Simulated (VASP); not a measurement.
# SrO (rock salt type) (R3m) in VASP: notebook

Runs on SrO (rock salt type). Level: HSE06. Tasks: single point.

Program: VASP 6.6.1. These are calculated values, not measurements. Logs are shortened: lines on timing, memory, paths and dates and some standing lists are left out, and cuts for length are marked.

**1. The cell of the first run**

It takes space group R3m (No. 160, trigonal). Conventional cell: a = 3.677 Å, b = 3.677 Å, c = 9.007 Å, α = 90.00°, β = 90.00°, γ = 120.00°. Sr (site symmetry 3m) has 6 O at 2.57 to 2.64 Å within 3.4 Å. Within 3.4 Å of O (site symmetry 3m) lie 6 Sr at 2.57 to 2.64 Å.

**2. Single point, HSE06**

Contents of POSCAR:

```
SrO
1.0
    0.0000000000      2.6000000000      2.6000000000
    2.6000000000      0.0000000000      2.6000000000
    2.6000000000      2.6000000000      0.0000000000
Sr O
1 1
Direct
    0.0066617339      0.0066617339      0.0066617339
    0.5000000000      0.5000000000      0.5000000000
```

Contents of INCAR.step1:

```
PREC = Accurate
ENCUT = 520
EDIFF = 1E-5
ISMEAR = -1
SIGMA = 0.05
LREAL = False
LASPH = True
NELM = 80
ALGO = Normal
ISIF = 2
LWAVE = True
LCHARG = False
GGA = PE
NBANDS = 15
```

Contents of INCAR.step2:

```
PREC = Accurate
ENCUT = 520
EDIFF = 1E-6
ISMEAR = -1
SIGMA = 0.05
LREAL = False
LASPH = True
NELM = 80
ALGO = Normal
ISIF = 2
LWAVE = False
LCHARG = False
GGA = PE
LHFCALC = True
HFSCREEN = 0.2079
PRECFOCK = Normal
ISTART = 1
NBANDS = 15
```

Contents of KPOINTS:

```
regular mesh
0
Gamma
  4 4 4
```

Potentials or basis: VASP PAW PBE potentials, release 64 (Sr_sv, O).

Started as:

```
$ cat potpaw_PBE.64/Sr_sv/POTCAR potpaw_PBE.64/O/POTCAR > POTCAR
$ cp INCAR.step1 INCAR
$ mpirun -np 1 vasp_std > vasp.out
$ cp INCAR.step2 INCAR
$ mpirun -np 1 vasp_std > vasp.out
```

OUTCAR:

```text
PREC = Accurate
   ENCUT = 520
   EDIFF = 1E-6
   ISMEAR = -1
   LREAL = False
   LASPH = True
   NELM = 80
   ISIF = 2
   GGA = PE
   LHFCALC = True
   HFSCREEN = 0.2079
   PRECFOCK = Normal
   ISTART = 1

 ion  position               nearest neighbor table
   1  0.007  0.007  0.007-   2 2.57   2 2.57   2 2.57   2 2.64   2 2.64   2 2.64
   2  0.500  0.500  0.500-   1 2.57   1 2.57   1 2.57   1 2.64   1 2.64   1 2.64

  LATTYP: Found a face centered cubic cell.
 ALAT       =     5.2000000000

  Lattice vectors:

 A1 = (   0.0000000000,   2.6000000000,   2.6000000000)
 A2 = (   2.6000000000,   0.0000000000,   2.6000000000)
 A3 = (   2.6000000000,   2.6000000000,   0.0000000000)

Analysis of symmetry for initial positions (statically):
=====================================================================
 Subroutine PRICEL returns:
 Original cell was already a primitive cell.

 Routine SETGRP: Setting up the symmetry group for a
 face centered cubic supercell.

 Subroutine GETGRP returns: Found  6 space group operations
 (whereof  6 operations were pure point group operations)
 out of a pool of 48 trial point group operations.

The static configuration has the point symmetry C_3v.

Analysis of symmetry for dynamics (positions and initial velocities):
=====================================================================
 Subroutine PRICEL returns:
 Original cell was already a primitive cell.

 Routine SETGRP: Setting up the symmetry group for a
 face centered cubic supercell.

 Subroutine GETGRP returns: Found  6 space group operations
 (whereof  6 operations were pure point group operations)
 out of a pool of 48 trial point group operations.

The dynamic configuration has the point symmetry C_3v.

 Subroutine INISYM returns: Found  6 space group operations
 (whereof  6 operations are pure point group operations),
 and found     1 'primitive' translations

----------------------------------------------------------------------------------------

                                     Primitive cell

  volume of cell :      35.1520

  direct lattice vectors                    reciprocal lattice vectors
     0.000000000  2.600000000  2.600000000    -0.192307692  0.192307692  0.192307692
     2.600000000  0.000000000  2.600000000     0.192307692 -0.192307692  0.192307692
     2.600000000  2.600000000  0.000000000     0.192307692  0.192307692 -0.192307692

  length of vectors
     3.676955262  3.676955262  3.676955262     0.333086694  0.333086694  0.333086694

  position of ions in fractional coordinates (direct lattice)
     0.006661734  0.006661734  0.006661734
     0.500000000  0.500000000  0.500000000

  ion indices of the primitive-cell ions
   primitive index   ion index
                 1           1
                 2           2

----------------------------------------------------------------------------------------

 KPOINTS: regular mesh

Automatic generation of k-mesh.
 Grid dimensions read from file:
 generate k-points for:    4    4    4

 Generating k-lattice:

  Cartesian coordinates                     Fractional coordinates (reciprocal lattice)
    -0.048076923  0.048076923  0.048076923     0.250000000  0.000000000  0.000000000
     0.048076923 -0.048076923  0.048076923     0.000000000  0.250000000  0.000000000
     0.048076923  0.048076923 -0.048076923     0.000000000  0.000000000  0.250000000

  Length of vectors
     0.083271673  0.083271673  0.083271673

  Shift w.r.t. Gamma in fractional coordinates (k-lattice)
     0.000000000  0.000000000  0.000000000

 Subroutine IBZKPT returns following result:
 ===========================================

 Found     13 irreducible k-points:

 Following reciprocal coordinates:
            Coordinates               Weight
  0.000000  0.000000  0.000000      1.000000
  0.250000  0.000000  0.000000      6.000000
  0.250000  0.250000  0.250000      2.000000
  0.500000  0.000000  0.000000      3.000000
  0.500000  0.500000  0.500000      1.000000
  0.250000  0.250000  0.000000      6.000000
  0.500000  0.250000  0.000000     12.000000
  0.250000  0.250000 -0.250000      6.000000
  0.500000  0.250000  0.500000      6.000000
 -0.250000  0.250000  0.000000      6.000000
  0.250000  0.250000  0.500000      6.000000
  0.500000  0.500000  0.000000      3.000000
 -0.250000  0.500000  0.250000      6.000000
   k-points           NKPTS =     13   k-points in BZ     NKDIM =     64   number of bands    NBANDS=     15
   number of dos      NEDOS =    301   number of ions     NIONS =      2
   total plane-waves  NPLWV =  21952
   dimension x,y,z NGX =    28 NGY =   28 NGZ =   28
   dimension x,y,z NGXF=    56 NGYF=   56 NGZF=   56
   ions per type =               1   1
   NGX,Y,Z   is equivalent  to a cutoff of  12.66, 12.66, 12.66 a.u.
   NGXF,Y,Z  is equivalent  to a cutoff of  25.32, 25.32, 25.32 a.u.
 SYSTEM =  unknown system
   PREC   = accura    normal or accurate (medium, high low for compatibility)
   ISTART =      1    job   : 0-new  1-cont  2-samecut
   ICHARG =      0    charge: 1-file 2-atom 10-const
   ISPIN  =      1    spin polarized calculation?
   LNONCOLLINEAR =      F non collinear calculations
   LSORBIT =      F    spin-orbit coupling
   LASPH  =      T    aspherical Exc in radial PAW
   ENCUT  =  520.0 eV  38.22 Ry    6.18 a.u.   6.84  6.84  6.84*2*pi/ulx,y,z
   NELM   =     80;   NELMIN=  2; NELMDL=  0     # of ELM steps
   EDIFF  = 0.1E-05   stopping-criterion for ELM
   LREAL  =      F    real-space projection
   EDIFFG = 0.1E-04   stopping-criterion for IOM
   NSW    =      0    number of steps for IOM
   IBRION =     -1    ionic relax: 0-MD 1-quasi-New 2-CG
   NFREE  =      0    steps in history (QN), initial steepest desc. (CG)
   ISIF   =      2    stress and relaxation
   ISYM   =      3    0-nonsym 1-usesym 2-fastsym
   POTIM  = 0.5000    time-step for ionic-motion
   TEBEG  =    0.0;   TEEND  =   0.0 temperature during run
   PSTRESS=    0.0 pullay stress
   NELECT =      16.0000    total number of electrons
   NUPDOWN=      -1.0000    fix difference up-down
   EMIN   =  10.00;   EMAX   =-10.00  energy-range for DOS
   EFERMI =   0.00;   METHOD = LEGACY
   ISMEAR =    -1;   SIGMA  =   0.05  broadening in eV -4-tet -1-fermi 0-gaus
   EFERMI_NEDOS =   21; number of points for ismear=-14 and -15
   IALGO  =     38    algorithm
   IMIX   =      1    mixing-type and parameters
     AMIX     =   0.40;   BMIX     =  1.00
     AMIX_MAG =   1.60;   BMIX_MAG =  1.00
  volume/ion in A,a.u.               =      17.58       118.61
  Fermi-wavevector in a.u.,A,eV,Ry     =   1.259307  2.379744 21.576841  1.585853
  Thomas-Fermi vector in A             =   2.392873
   LORBIT       =      0    0 simple, 1 ext, 2 COOP (PROOUT), +10 PAW based schemes
   GGA     = PE    functional components
   LHFCALC =     T    Hartree Fock is set to
   PRECFOCK=normal    Normal, Fast or Accurate (Low or Medium for compatibility)
   ENCUT4O =  -1.0   cutoff for four orbital integrals eV
   NKREDX  =     1    reduce k-point grid by
   NKREDY  =     1    reduce k-point grid by
   NKREDZ  =     1    reduce k-point grid by
   AEXX    =    0.2500 exact exchange contribution
   HFSCREEN=    0.2079 screening length (either q_TF or 0.3 A-1)
   HFSCREENC=   0.2079 screening length for correlation (either q_TF or 0.3 A-1)
   ENCUTFOCK=  -1.0 apply spherical cutoff to Coloumb kernel
   IVDW    =     0    specifies the selected vdW correction
   LEPSILON=     F    determine dielectric tensor
   LRPA    =     F    only Hartree local field effects (RPA)
 non-spin polarized calculation
  energy-cutoff  :      520.00
  volume of cell :       35.15
 maximum number of plane-waves:       960
  NGX = 24; NGY = 24; NGZ = 24

 number of electron      16.0000000 magnetization

 Free energy of the ion-electron system (eV)
  ---------------------------------------------------
  ext. energy  EPLUGINS =         0.00000000
  ---------------------------------------------------
  free energy    TOTEN  =       -14.17451561 eV

  energy without entropy =      -14.17451561  energy(sigma->0) =      -14.17451561

 E-fermi :   1.6737     XC(G=0):  -8.1388

 val. band max:        0.4452243605   @ k =   0.0000   0.0000   0.0000
 cond. band min:       5.2187938562   @ k =   0.5000   0.5000   0.0000
 fundamental gap:      4.7735694957
 Fermi energy:         1.6736789952

 k-point     1 :       0.0000    0.0000    0.0000
  band No.  band energies     occupation
      1     -34.0039      2.00000
      2     -16.0728      2.00000
      3     -14.3877      2.00000
      4     -14.3877      2.00000
      5     -14.3814      2.00000
      6       0.4440      2.00000
      7       0.4452      2.00000
      8       0.4452      2.00000
      9       5.6637      0.00000
     10       8.2413      0.00000
     11       8.2413      0.00000
     12       8.2571      0.00000
     13      10.4243      0.00000
     14      10.4243      0.00000
     15      14.5489      0.00000

 k-point     2 :       0.2500    0.0000    0.0000
  band No.  band energies     occupation
      1     -33.9404      2.00000
      2     -16.8110      2.00000
      3     -14.4257      2.00000
      4     -14.4237      2.00000
      5     -13.7838      2.00000
      6      -0.8242      2.00000
      7      -0.1601      2.00000
      8      -0.1520      2.00000
      9       7.8405      0.00000
     10       8.0414      0.00000
     11       9.3879      0.00000
     12       9.4009      0.00000
     13      11.8817      0.00000
     14      11.8849      0.00000
     15      17.5942      0.00000
[... 167 lines left out ...]
      3     -15.2853      2.00000
      4     -14.7378      2.00000
      5     -14.7251      2.00000
      6      -0.0856      2.00000
      7       0.3173      2.00000
      8       0.3262      2.00000
      9       5.2188      0.00000
     10       9.7323      0.00000
     11      12.2640      0.00000
     12      12.2787      0.00000
     13      13.2327      0.00000
     14      13.2328      0.00000
     15      15.5862      0.00000

 k-point    13 :      -0.2500    0.5000    0.2500
  band No.  band energies     occupation
      1     -33.8375      2.00000
      2     -16.5749      2.00000
      3     -15.0271      2.00000
      4     -15.0220      2.00000
      5     -13.9474      2.00000
      6      -0.6969      2.00000
      7      -0.0420      2.00000
      8      -0.0414      2.00000
      9       7.9805      0.00000
     10       7.9828      0.00000
     11      10.6116      0.00000
     12      13.2494      0.00000
     13      13.4908      0.00000
     14      14.6677      0.00000
     15      16.6503      0.00000

------------------------ aborting loop because EDIFF is reached ----------------------------------------

  FORCE on cell =-STRESS in cart. coord.  units (eV):
  Direction    XX          YY          ZZ          XY          YZ          ZX
  --------------------------------------------------------------------------------------
  -------------------------------------------------------------------------------------
  Total       -0.3889379     -0.3889379     -0.3889379     -0.0024385     -0.0024385     -0.0024385
  in kB      -17.7272258    -17.7272258    -17.7272258     -0.1111431     -0.1111431     -0.1111431
  external PRESSURE =     -17.7272258 kB  Pullay stress =       0.0000000 kB

 VOLUME and BASIS-vectors are now :
 -----------------------------------------------------------------------------
  energy-cutoff  :      520.00
  volume of cell :       35.15
      direct lattice vectors                 reciprocal lattice vectors
     0.000000000  2.600000000  2.600000000    -0.192307692  0.192307692  0.192307692
     2.600000000  0.000000000  2.600000000     0.192307692 -0.192307692  0.192307692
     2.600000000  2.600000000  0.000000000     0.192307692  0.192307692 -0.192307692

 POSITION                                       TOTAL-FORCE (eV/Angst)
 -----------------------------------------------------------------------------------
      0.03464      0.03464      0.03464        -0.066010     -0.066010     -0.066010
      2.60000      2.60000      2.60000         0.066010      0.066010      0.066010
 -----------------------------------------------------------------------------------
    total drift:                               -0.000008     -0.000008     -0.000010

  FREE ENERGIE OF THE ION-ELECTRON SYSTEM (eV)
  ---------------------------------------------------
  free  energy   TOTEN  =       -14.1745156106 eV

  energy  without entropy=      -14.1745156106  energy(sigma->0) =      -14.17451561
```

It took 17 min on 1 thread of Intel Xeon 8259CL, shared host; peak memory 0.27 GiB.

Results:

| Item | Value |
| --- | --- |
| Free energy | -14.1745 eV |
| Pressure | -1.8 GPa |
| Largest force | 0.114 eV/Å |
| Band gap on the k mesh | 4.77 eV (least direct gap 4.89 eV) |

Forces on the atoms (eV/Å):
```
Sr  -0.066 -0.066 -0.066
O    0.066  0.066  0.066
```

Caveat: the k points lie up to 0.52 Å⁻¹ apart; the PAW data sets were made with another functional, which shifts forces and pressure a little. A k mesh can miss the band edges.

**3. Single point, HSE06**

POSCAR is that of step 2.

Contents of INCAR.step1:

```
SYSTEM = SrO
PREC = Accurate
ENCUT = 520
EDIFF = 1E-5
ISMEAR = -1
SIGMA = 0.05
LREAL = .FALSE.
LASPH = .TRUE.
NELM = 80
ALGO = Normal
ISIF = 2
LWAVE = .TRUE.
LCHARG = .FALSE.
GGA = PE
NBANDS = 15
```

Contents of INCAR.step2:

```
SYSTEM = SrO
PREC = Accurate
ENCUT = 520
EDIFF = 1E-6
ISMEAR = -1
SIGMA = 0.05
LREAL = .FALSE.
LASPH = .TRUE.
NELM = 80
ALGO = Normal
ISIF = 2
LWAVE = .FALSE.
LCHARG = .FALSE.
GGA = PE
LHFCALC = .TRUE.
HFSCREEN = 0.2079
PRECFOCK = Normal
ISTART = 1
NBANDS = 15
```

Contents of KPOINTS:

```
regular mesh
0
G
  4 4 4
  0 0 0
```

Potentials or basis: VASP PAW PBE potentials, release 64 (Sr_sv, O).

Started as:

```
$ cat potpaw_PBE.64/Sr_sv/POTCAR potpaw_PBE.64/O/POTCAR > POTCAR
$ cp INCAR.step1 INCAR
$ mpirun -np 1 vasp_std > vasp.out
$ cp INCAR.step2 INCAR
$ mpirun -np 1 vasp_std > vasp.out
```

Wall time 15 min (1 thread of Intel Xeon 8259CL, shared host); peak memory 0.27 GiB.

Results (log left out):

```yaml
Free_energy: -14.1745 eV
Pressure: -1.8 GPa
Largest_force: 0.114 eV/Å
Band_gap_on_the_k_mesh: 4.77 eV (least direct gap 4.89 eV)
```

Forces in eV/Å, atoms in the order of the input:
```
Sr  -0.066 -0.066 -0.066
O    0.066  0.066  0.066
```

Levels at points of the mesh, in eV from the valence-band top:
| k point | band 5 | band 6 | band 7 | band 8 | band 9 | band 10 | band 11 | band 12 |
| --- | --- | --- | --- | --- | --- | --- | --- | --- |
| (0.00, 0.00, 0.00) | -14.83 | 0.00 | 0.00 | 0.00 | 5.22 | 7.80 | 7.80 | 7.81 |
| (0.50, 0.00, 0.00) | -13.85 | -2.19 | -1.12 | -1.12 | 8.09 | 9.67 | 10.50 | 10.53 |
| (0.50, 0.50, 0.50) | -13.86 | -2.19 | -1.13 | -1.13 | 8.09 | 9.72 | 10.51 | 10.51 |
| (0.50, 0.50, 0.00) | -15.17 | -0.53 | -0.13 | -0.12 | 4.77 | 9.29 | 11.82 | 11.83 |

Caveat: the k points lie up to 0.52 Å⁻¹ apart; the PAW data sets were made with another functional, which shifts forces and pressure a little.
